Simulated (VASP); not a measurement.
# Li2Se (Fm-3m) in VASP: notebook, part 2 of 2

VASP 6.6.1.

## (3) Single point, PBE (17.50 Å³/atom)

This run uses another cell than the first one, of 17.50 Å³/atom.

File INCAR:

```
ALGO     = Normal         # electronic algorithm
EDIFF    = 1E-6           # SCF threshold, eV
ENCUT    = 750            # plane-wave cutoff, eV
GGA      = PE             # functional
GGA_COMPAT= F            
ISIF     = 2              # what is computed and relaxed
ISMEAR   = 0              # smearing method
LASPH    = T              # aspherical terms in the spheres
LCHARG   = T              # write CHGCAR
LELF     = T              # ELF
LREAL    = F              # projectors in reciprocal space
LVHAR    = T            
LWAVE    = F              # write WAVECAR
NBANDS   = 13             # bands
NELM     = 120            # most SCF steps
PREC     = Accurate       # precision mode
SIGMA    = 0.02           # smearing width, eV
```

File KPOINTS:

```
k-points
0
Gamma
  8 8 8
```

File POSCAR:

```
Li2Se
1.0
    0.0000000000      2.9721696435      2.9721696435
    2.9721696435      0.0000000000      2.9721696435
    2.9721696435      2.9721696435      0.0000000000
Li Se
2 1
Direct
    0.2500000000      0.2500000000      0.2500000000
    0.7500000000      0.7500000000      0.7500000000
    0.0000000000      0.0000000000      0.0000000000
```

Potentials or basis: VASP PAW PBE potentials, release 64 (Li_sv, Se).

Command:

```sh
> cat potpaw_PBE.64/Li_sv/POTCAR potpaw_PBE.64/Se/POTCAR > POTCAR
> mpirun -np 1 vasp_std > vasp.out
```

OUTCAR:

```text
EDIFF = 1E-6
   ENCUT = 750
   GGA = PE
   ISIF = 2
   ISMEAR = 0
   LASPH = T
   LREAL = F
   NELM = 120
   PREC = Accurate

 ion  position               nearest neighbor table
   1  0.250  0.250  0.250-   3 2.57   3 2.57   3 2.57   3 2.57
   2  0.750  0.750  0.750-   3 2.57   3 2.57   3 2.57   3 2.57
   3  0.000  0.000  0.000-   2 2.57   2 2.57   1 2.57   2 2.57   1 2.57   1 2.57   2 2.57   1 2.57

  LATTYP: Found a face centered cubic cell.
 ALAT       =     5.9443392870

  Lattice vectors:

 A1 = (   0.0000000000,   2.9721696435,   2.9721696435)
 A2 = (   2.9721696435,   0.0000000000,   2.9721696435)
 A3 = (   2.9721696435,   2.9721696435,   0.0000000000)

Analysis of symmetry for initial positions (statically):
=====================================================================
 Subroutine PRICEL returns:
 Original cell was already a primitive cell.

 Routine SETGRP: Setting up the symmetry group for a
 face centered cubic supercell.

 Subroutine GETGRP returns: Found 48 space group operations
 (whereof 48 operations were pure point group operations)
 out of a pool of 48 trial point group operations.

The static configuration has the point symmetry O_h .

Analysis of symmetry for dynamics (positions and initial velocities):
=====================================================================
 Subroutine PRICEL returns:
 Original cell was already a primitive cell.

 Routine SETGRP: Setting up the symmetry group for a
 face centered cubic supercell.

 Subroutine GETGRP returns: Found 48 space group operations
 (whereof 48 operations were pure point group operations)
 out of a pool of 48 trial point group operations.

The dynamic configuration has the point symmetry O_h .

 Subroutine INISYM returns: Found 48 space group operations
 (whereof 48 operations are pure point group operations),
 and found     1 'primitive' translations

----------------------------------------------------------------------------------------

                                     Primitive cell

  volume of cell :      52.5111

  direct lattice vectors                    reciprocal lattice vectors
     0.000000000  2.972169644  2.972169644    -0.168227275  0.168227275  0.168227275
     2.972169644  0.000000000  2.972169644     0.168227275 -0.168227275  0.168227275
     2.972169644  2.972169644  0.000000000     0.168227275  0.168227275 -0.168227275

  length of vectors
     4.203282620  4.203282620  4.203282620     0.291378188  0.291378188  0.291378188

  position of ions in fractional coordinates (direct lattice)
     0.250000000  0.250000000  0.250000000
     0.750000000  0.750000000  0.750000000
     0.000000000  0.000000000  0.000000000

  ion indices of the primitive-cell ions
   primitive index   ion index
                 1           1
                 2           2
                 3           3

----------------------------------------------------------------------------------------

 KPOINTS: k-points

Automatic generation of k-mesh.
 Grid dimensions read from file:
 generate k-points for:    8    8    8

 Generating k-lattice:

  Cartesian coordinates                     Fractional coordinates (reciprocal lattice)
    -0.021028409  0.021028409  0.021028409     0.125000000  0.000000000  0.000000000
     0.021028409 -0.021028409  0.021028409     0.000000000  0.125000000  0.000000000
     0.021028409  0.021028409 -0.021028409     0.000000000  0.000000000  0.125000000

  Length of vectors
     0.036422273  0.036422273  0.036422273

  Shift w.r.t. Gamma in fractional coordinates (k-lattice)
     0.000000000  0.000000000  0.000000000

 Subroutine IBZKPT returns following result:
 ===========================================

 Found     29 irreducible k-points:

 Following reciprocal coordinates:
            Coordinates               Weight
  0.000000  0.000000  0.000000      1.000000
  0.125000  0.000000  0.000000      8.000000
  0.250000  0.000000  0.000000      8.000000
  0.375000  0.000000  0.000000      8.000000
  0.500000  0.000000  0.000000      4.000000
  0.125000  0.125000  0.000000      6.000000
[... 16 lines left out ...]
  0.500000  0.250000  0.125000     48.000000
 -0.375000  0.250000  0.125000     24.000000
 [... further k-points ...]
   k-points           NKPTS =     29   k-points in BZ     NKDIM =     29   number of bands    NBANDS=     13
   number of dos      NEDOS =    301   number of ions     NIONS =      3
   total plane-waves  NPLWV =  64000
   dimension x,y,z NGX =    40 NGY =   40 NGZ =   40
   dimension x,y,z NGXF=    80 NGYF=   80 NGZF=   80
   ions per type =               2   1
   NGX,Y,Z   is equivalent  to a cutoff of  15.82, 15.82, 15.82 a.u.
   NGXF,Y,Z  is equivalent  to a cutoff of  31.64, 31.64, 31.64 a.u.
 SYSTEM =  unknown system
   PREC   = accura    normal or accurate (medium, high low for compatibility)
   ISTART =      0    job   : 0-new  1-cont  2-samecut
   ICHARG =      2    charge: 1-file 2-atom 10-const
   ISPIN  =      1    spin polarized calculation?
   LNONCOLLINEAR =      F non collinear calculations
   LSORBIT =      F    spin-orbit coupling
   LASPH  =      T    aspherical Exc in radial PAW
   ENCUT  =  750.0 eV  55.12 Ry    7.42 a.u.   9.39  9.39  9.39*2*pi/ulx,y,z
   NELM   =    120;   NELMIN=  2; NELMDL= -5     # of ELM steps
   EDIFF  = 0.1E-05   stopping-criterion for ELM
   LREAL  =      F    real-space projection
[... 7 lines left out ...]
   TEBEG  =    0.0;   TEEND  =   0.0 temperature during run
   PSTRESS=    0.0 pullay stress
   NELECT =      12.0000    total number of electrons
   NUPDOWN=      -1.0000    fix difference up-down
   EMIN   =  10.00;   EMAX   =-10.00  energy-range for DOS
   EFERMI =   0.00;   METHOD = LEGACY
   ISMEAR =     0;   SIGMA  =   0.02  broadening in eV -4-tet -1-fermi 0-gaus
   EFERMI_NEDOS =   21; number of points for ismear=-14 and -15
   IALGO  =     38    algorithm
   IMIX   =      4    mixing-type and parameters
     AMIX     =   0.40;   BMIX     =  1.00
     AMIX_MAG =   1.60;   BMIX_MAG =  1.00
  volume/ion in A,a.u.               =      17.50       118.12
  Fermi-wavevector in a.u.,A,eV,Ry     =   1.000887  1.891402 13.629970  1.001775
  Thomas-Fermi vector in A             =   2.133273
   LORBIT       =      0    0 simple, 1 ext, 2 COOP (PROOUT), +10 PAW based schemes
   GGA     = PE    functional components
   LHFCALC =     F    Hartree Fock is set to
   AEXX    =    0.0000 exact exchange contribution
   IVDW    =     0    specifies the selected vdW correction
   LEPSILON=     F    determine dielectric tensor
   LRPA    =     F    only Hartree local field effects (RPA)
 non-spin polarized calculation
 Gauss-broadening in eV      SIGMA  =   0.02
  energy-cutoff  :      750.00
  volume of cell :       52.51
 maximum number of plane-waves:      2469
 NGX is ok and might be reduce to    40
   NGX = 19   NGY = 19   NGZ = 19

 number of electron      12.0000000 magnetization

 Free energy of the ion-electron system (eV)
  ---------------------------------------------------
  ext. energy  EPLUGINS =         0.00000000
  ---------------------------------------------------
  free energy    TOTEN  =       -11.12525780 eV

  energy without entropy =      -11.12525780  energy(sigma->0) =      -11.12525780

 E-fermi :   1.3430     XC(G=0):  -8.3746

 val. band max:        1.1706375704   @ k =   0.0000   0.0000   0.0000
 cond. band min:       4.1202383390   @ k =   0.5000   0.5000   0.0000
 fundamental gap:      2.9496007686
 Fermi energy:         1.3430319800

 k-point     1 :       0.0000    0.0000    0.0000
  band No.  band energies     occupation
      1     -43.4916      2.00000
      2     -43.4646      2.00000
      3     -10.3008      2.00000
      4       1.1706      2.00000
      5       1.1706      2.00000
      6       1.1706      2.00000
      7       4.6835      0.00000
      8       6.8051      0.00000
      9       6.8051      0.00000
     10       6.8051      0.00000
     11      11.8437      0.00000
     12      11.8437      0.00000
     13      12.2112      0.00000
[... 354 lines left out ...]
  band No.  band energies     occupation
      1     -43.4776      2.00000
      2     -43.4776      2.00000
      3      -9.8516      2.00000
      4      -1.5340      2.00000
      5      -0.1840      2.00000
      6       0.2000      2.00000
      7       6.6074      0.00000
      8       7.0233      0.00000
      9       8.9096      0.00000
     10       9.6657      0.00000
     11      10.6759      0.00000
     12      12.0538      0.00000
     13      13.9711      0.00000

 [... further k-points ...]

------------------------ aborting loop because EDIFF is reached ----------------------------------------

  FORCE on cell =-STRESS in cart. coord.  units (eV):
  Direction    XX          YY          ZZ          XY          YZ          ZX
  --------------------------------------------------------------------------------------
  -------------------------------------------------------------------------------------
  Total        0.3442467      0.3442467      0.3442467     -0.0000000     -0.0000000     -0.0000000
  in kB       10.5033916     10.5033916     10.5033916     -0.0000000     -0.0000000     -0.0000000
  external PRESSURE =      10.5033916 kB  Pullay stress =       0.0000000 kB

 VOLUME and BASIS-vectors are now :
 -----------------------------------------------------------------------------
  energy-cutoff  :      750.00
  volume of cell :       52.51
      direct lattice vectors                 reciprocal lattice vectors
     0.000000000  2.972169644  2.972169644    -0.168227275  0.168227275  0.168227275
     2.972169644  0.000000000  2.972169644     0.168227275 -0.168227275  0.168227275
     2.972169644  2.972169644  0.000000000     0.168227275  0.168227275 -0.168227275

 POSITION                                       TOTAL-FORCE (eV/Angst)
 -----------------------------------------------------------------------------------
      1.48608      1.48608      1.48608        -0.000000      0.000000     -0.000000
      4.45825      4.45825      4.45825         0.000000     -0.000000     -0.000000
      0.00000      0.00000      0.00000         0.000000      0.000000      0.000000
 -----------------------------------------------------------------------------------
    total drift:                                0.000000     -0.000000      0.000000

  FREE ENERGIE OF THE ION-ELECTRON SYSTEM (eV)
  ---------------------------------------------------
  free  energy   TOTEN  =       -11.1252577957 eV

  energy  without entropy=      -11.1252577957  energy(sigma->0) =      -11.12525780
```

It took 44 s on 1 thread of Intel Xeon Platinum 8488C (Sapphire Rapids), shared host; peak memory 0.24 GiB.

What came out:

| Property | Result |
| --- | --- |
| Free energy | -11.1253 eV |
| Pressure | 1.1 GPa |
| Band gap on the k mesh | 2.95 eV (least direct gap 3.51 eV) |

## (4) Single point, PBE

This run uses another cell than the first one, of 18.05 Å³/atom.

File INCAR:

```
SYSTEM = Li2Se
PREC = Accurate ; ENCUT = 750
EDIFF = 1E-6 ; ISMEAR = 0
SIGMA = 0.02 ; LREAL = .FALSE.
LASPH = .TRUE. ; NELM = 120
ALGO = Normal ; ISIF = 2
LWAVE = .FALSE. ; LCHARG = .TRUE.
GGA = PE ; LELF = .TRUE.
LVHAR = .TRUE. ; NBANDS = 13
GGA_COMPAT = .FALSE.
```

File KPOINTS:

```
Automatic mesh
0
G
  8 8 8
  0 0 0
```

File POSCAR:

```
Li2Se
1.0
    0.0000000000      3.0025000000      3.0025000000
    3.0025000000      0.0000000000      3.0025000000
    3.0025000000      3.0025000000      0.0000000000
Li Se
2 1
Direct
    0.2500000000      0.2500000000      0.2500000000
    0.7500000000      0.7500000000      0.7500000000
    0.0000000000      0.0000000000      0.0000000000
```

Command:

```sh
> cat potpaw_PBE.64/Li_sv/POTCAR potpaw_PBE.64/Se/POTCAR > POTCAR
> mpirun -np 1 vasp_std > vasp.out
```

Wall time 44 s (1 thread of Intel Xeon Platinum 8488C (Sapphire Rapids), shared host); peak memory 0.25 GiB.

The run converged. Its results:

- Free energy: -11.1310 eV
- Pressure: 0.0 GPa
- Band gap on the k mesh: 2.97 eV (least direct gap 3.38 eV)

Levels at points of the mesh, in eV from the valence-band top:
| k point | band 3 | band 4 | band 5 | band 6 | band 7 | band 8 | band 9 | band 10 |
| --- | --- | --- | --- | --- | --- | --- | --- | --- |
| (0.00, 0.00, 0.00) | -11.39 | 0.00 | 0.00 | 0.00 | 3.38 | 5.62 | 5.62 | 5.62 |
| (0.50, 0.00, 0.00) | -11.03 | -2.90 | -0.53 | -0.53 | 5.10 | 5.96 | 5.96 | 7.94 |
| (0.50, 0.50, 0.00) | -10.91 | -2.28 | -1.44 | -1.44 | 2.97 | 6.17 | 10.31 | 10.31 |

A k mesh can miss the band edges. PBE gaps usually lie below the measured ones, often by a third to a half.

## (5) Summary

```tsv
cell	gap on the mesh (eV)	pressure (GPa)
a = 4.159 Å, angles 60.0°, 3 atoms	2.92	2.3
a = 4.203 Å, angles 60.0°, 3 atoms	2.95	1.1
a = 4.246 Å, angles 60.0°, 3 atoms	2.97	0.0
```

Alike in all rows: task single point; level PBE; potentials or basis VASP PAW PBE potentials, release 64 (Li_sv, Se); no spin polarisation; k mesh 8 × 8 × 8; cutoff (eV) 750; smearing gaussian 0.02 eV.

Total energies depend on the potentials used, so only differences within one code and one set of settings carry meaning.
